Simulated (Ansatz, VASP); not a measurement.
## TiGe in VASP and in Ansatz

The input INCAR:

```
ALGO = Normal
EDIFF = 1E-6
ENCUT = 500
GGA = PS
GGA_COMPAT = F
ISIF = 2
ISMEAR = 0
LASPH = T
LCHARG = F
LREAL = F
LWAVE = F
NBANDS = 20
NELM = 120
PREC = Accurate
SIGMA = 0.05
```

The input KPOINTS:

```
k-points
0
Gamma
  6 6 6
```

POSCAR

```
TiGe
1.0
    0.0000000000      2.8800772408      2.8800772408
    2.8800772408      0.0000000000      2.8800772408
    2.8800772408      2.8800772408      0.0000000000
Ti Ge
1 1
Direct
    0.0000000000      0.0000000000      0.0000000000
    0.2500000000      0.2500000000      0.2500000000
```

Input for Ansatz:

```yaml
crystal:
  lattice:
    - [0.0, 2.8800772444, 2.8800772444]
    - [2.8800772444, 0.0, 2.8800772444]
    - [2.8800772444, 2.8800772444, 0.0]
  atoms:
    - { symbol: Ti, position: [0.0, 0.0, 0.0] }
    - { symbol: Ge, position: [0.25, 0.25, 0.25] }
basis:
  ecutwfc: 420
kpoints:
  mp_grid: { grid: [6, 6, 6] }
hamiltonian:
  xc: pbesol
scf:
  occupations: { method: gaussian, width: 0.05 }
output:
  forces: true
  stress: true
  eigenvalues: true
```

Alike in both runs: task single point; functional PBEsol; k mesh 6 × 6 × 6; occupations gaussian, width 0.05 eV; no spin polarisation.

|  | VASP | Ansatz |
| --- | --- | --- |
| version | VASP 6.6.1 | Ansatz 0.2.0 |
| potentials or method | VASP PAW PBE potentials, release 64 (Ti_sv, Ge_d), cutoff 500 eV | scalar-relativistic, plane waves, PAW |
| valence electrons in the cell | 26 | 26 |

```csv
,VASP,Ansatz,Ansatz less VASP
gap on the k mesh at the Fermi level (eV),0.15,0.15,-0.002
least direct gap on the mesh (eV),0.15,0.15,-0.002
pressure (GPa),0.1,0.0,-0.09
```

VASP's potentials were made for PBE, not for PBEsol.
